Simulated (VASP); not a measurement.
AlN (e600), 2 atoms in the cell. The structure is cubic, space group Fm-3m (No. 225). The conventional cell has a = 4.125 Å, b = 4.125 Å, c = 4.125 Å, α = 90.00°, β = 90.00°, γ = 90.00°. Within 2.7 Å of Al (site symmetry m-3m) lie 6 N at 2.06 Å. Within 2.7 Å of N (site symmetry m-3m) lie 6 Al at 2.06 Å.  This cell differs from its parent crystal: volume scaled by 1.06.

- Program: VASP 6.6.1
- Task: single point
- Functional: PBEsol
- Potentials or basis: VASP PAW PBE potentials, release 64 (Al, N)
- Cutoff: 600 eV
- k mesh: 10 × 10 × 10
- Occupations: gaussian, width 0.02 eV
- Spin: no spin polarisation
- Dipole correction: no
- Further INCAR settings: ALGO = Normal; EDIFF = 1e-06; NBANDS = 11

Potentials or basis: VASP PAW PBE potentials, release 64 (Al, N).

The run is started by

```sh
$ cat potpaw_PBE.64/Al/POTCAR potpaw_PBE.64/N/POTCAR > POTCAR
$ mpirun -np 1 vasp_std > vasp.out
```

Hardware: 1 thread of AMD EPYC 7R43 64-Core Processor (Zen 3) (shared host).

Estimate the wall time of this run.

Wall time 11 s on 1 thread of AMD EPYC 7R43 64-Core Processor (Zen 3) (shared host), peak memory 0.1 GiB. Counts: scf iterations 12, k points 47.
